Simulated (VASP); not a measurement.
Write the native input for VASP 6.6.1 that does the following.

```
Task                   : relaxation of the atoms
Functional             : PBE
Potentials or basis    : VASP PAW PBE potentials, release 64 (Zr_sv, O)
Cutoff                 : 520 eV
k mesh                 : 8 × 8 × 6
Occupations            : fermi-dirac, width 0.02 eV
Spin                   : no spin polarisation
Dipole correction      : no
Further INCAR settings : ALGO = Normal; EDIFF = 1e-07; IBRION = 2; EDIFFG = -0.02; NSW = 80
```

The structure of ZrO2 lies in POSCAR:

```
ZrO2
1.0
    3.5961000000      0.0000000000      0.0000000000
    0.0000000000      3.5961000000      0.0000000000
    0.0000000000      0.0000000000      5.1252300000
Zr O
2 4
Direct
    0.0000000000      0.0000000000      0.0000000000
    0.5000000000      0.5000000000      0.5000000000
    0.0000000000      0.5000000000      0.2011907693
    0.0000000000      0.5000000000      0.7011907693
    0.5000000000      0.0000000000      0.2988092307
    0.5000000000      0.0000000000      0.7988092307
```

This cell differs from its parent crystal: z stretched by -1 %.

The input as run:

INCAR

```
SYSTEM = ZrO2
PREC = Accurate ; ENCUT = 520
EDIFF = 1E-7 ; ISMEAR = -1
SIGMA = 0.02 ; LREAL = .FALSE.
LASPH = .TRUE. ; NELM = 120
ALGO = Normal ; ISIF = 2
LWAVE = .FALSE. ; LCHARG = .FALSE.
GGA = PE ; IBRION = 2
NSW = 80 ; EDIFFG = -0.02
GGA_COMPAT = .FALSE. ; NELMIN = 4
```

KPOINTS

```
Automatic mesh
0
G
  8 8 6
  0 0 0
```

Potentials or basis: VASP PAW PBE potentials, release 64 (Zr_sv, O).

Launch:

```console
$ cat potpaw_PBE.64/Zr_sv/POTCAR potpaw_PBE.64/O/POTCAR > POTCAR
$ mpirun -np 1 vasp_std > vasp.out
```

It gave:

The energy gained by relaxing is 0.6 meV/atom. The ionic steps are 3 and the pressure after relaxing is 7.7 GPa. The largest force after relaxing is 0.011 eV/Å and the band gap on the k mesh is 3.92 eV (least direct gap 4.02 eV).

Caveat: the cell differs from its parent crystal (z stretched by -1 %).

Wall time 3.7 min on 1 thread of Oxide Virtual Turin-like Processor (shared host), peak memory 0.2 GiB.
